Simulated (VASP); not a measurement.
MgAsIr3:

```
CELL_PARAMETERS angstrom
4.41684 0.00000 0.00000
0.00000 4.41684 0.00000
0.00000 0.00000 4.41684
ATOMIC_POSITIONS crystal
Mg 0.00000 0.00000 0.00000
As 0.50000 0.50000 0.50000
Ir 0.50000 0.50000 0.00000
Ir 0.00000 0.50000 0.50000
Ir 0.50000 0.00000 0.50000
```

The cell was generated, and may not be a known phase.

- Program: VASP 6.6.1
- Task: relaxation of cell and atoms
- Functional: PBE
- Potentials or basis: VASP PAW PBE potentials, release 64 (Mg_sv, As_d, Ir_sv_GW)
- Cutoff: 840 eV
- k mesh: 4 × 4 × 4
- Occupations: gaussian, width 0.1 eV
- Spin: no spin polarisation

At the start: pressure 17.8 GPa; volume 17.23 Å³/atom.

Q: How do energy, volume and symmetry change on relaxing?

A: Over 4 steps the energy falls by 88.8 meV/atom and the volume is 19.00 Å³/atom (+10.3 %); space group Pm-3m (No. 221, to 0.1 Å) before and after.

The path:
| step | energy change (eV) | largest force (eV/Å) | pressure (GPa) | volume (Å³) |
| --- | --- | --- | --- | --- |
| 1 | 0.0000 | 0.0000 | 17.80 | 86.17 |
| 2 | 0.5868 | 0.0000 | -16.12 | 112.32 |
| 3 | -0.4430 | 0.0000 | -0.70 | 95.42 |
| 4 | -0.4441 | 0.0000 | -0.10 | 95.02 |

Final structure:
```yaml
crystal:
  lattice:
    - [4.56315, 0.00000, 0.00000]
    - [0.00000, 4.56315, 0.00000]
    - [0.00000, 0.00000, 4.56315]
  atoms:
    - { symbol: Mg, position: [0.00000, 0.00000, 0.00000] }
    - { symbol: As, position: [0.50000, 0.50000, 0.50000] }
    - { symbol: Ir, position: [0.50000, 0.50000, 0.00000] }
    - { symbol: Ir, position: [0.00000, 0.50000, 0.50000] }
    - { symbol: Ir, position: [0.50000, 0.00000, 0.50000] }
```
